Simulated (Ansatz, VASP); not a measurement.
**BN in VASP and in Ansatz**

INCAR

```
  PREC = Accurate
  ENCUT = 520
  EDIFF = 1E-7
  ISMEAR = 0
  SIGMA = 0.05
  LREAL = False
  LASPH = True
  NELM = 60
  ALGO = Normal
  ISIF = 2
  LWAVE = False
  LCHARG = False
  GGA = PS
  NBANDS = 16
```

Contents of KPOINTS:

```
regular mesh
0
Gamma
  12 12 4
```

The input POSCAR:

```
BN
1.0
    2.5199802039      0.0000000000      0.0000000000
   -1.2599901020      2.1823668736      0.0000000000
    0.0000000000      0.0000000000      7.6108442118
B N
2 2
Direct
    0.3333333333      0.6666666667      0.2500000000
    0.6666666667      0.3333333333      0.7500000000
    0.3333333333      0.6666666667      0.7500000000
    0.6666666667      0.3333333333      0.2500000000
```

Input for Ansatz:

```yaml
crystal:
  lattice:
    - [2.5199802039, 0.0, 0.0]
    - [-1.259990102, 2.1823668736, 0.0]
    - [0.0, 0.0, 7.6108442118]
  atoms:
    - { symbol: B, position: [0.3333333333, 0.6666666667, 0.25] }
    - { symbol: B, position: [0.6666666667, 0.3333333333, 0.75] }
    - { symbol: "N", position: [0.3333333333, 0.6666666667, 0.75] }
    - { symbol: "N", position: [0.6666666667, 0.3333333333, 0.25] }
basis:
  ecutwfc: 520.0
kpoints:
  mp_grid: { grid: [12, 12, 4] }
hamiltonian:
  xc: pbesol
  pseudopotentials: { kind: paw, azcp: { folder: soft_1 } }
scf:
  occupations: { method: gaussian, width: 0.05 }
output:
  forces: true
  stress: true
  eigenvalues: true
```

Alike in both runs: task single point; functional PBEsol; k mesh 12 × 12 × 4; occupations gaussian, width 0.05 eV; no spin polarisation.

|  | VASP | Ansatz |
| --- | --- | --- |
| version | VASP 6.6.1 | Ansatz 0.2.0 |
| potentials or method | VASP PAW PBE potentials, release 64 (B, N), cutoff 520 eV | scalar-relativistic, plane waves, PAW |
| valence electrons in the cell | 16 | 16 |

|  | VASP | Ansatz | Ansatz less VASP |
| --- | --- | --- | --- |
| gap on the k mesh at the Fermi level (eV) | 4.36 | 4.37 | +0.006 |
| least direct gap on the mesh (eV) | 4.57 | 4.57 | +0.003 |
| pressure (GPa) | -3.7 | -4.1 | -0.38 |
| traceless stress, the component that is largest in VASP (GPa) | 3.27 | 3.79 | +0.520 |

VASP's potentials were made for PBE, not for PBEsol, and Ansatz warns of the same on its side.
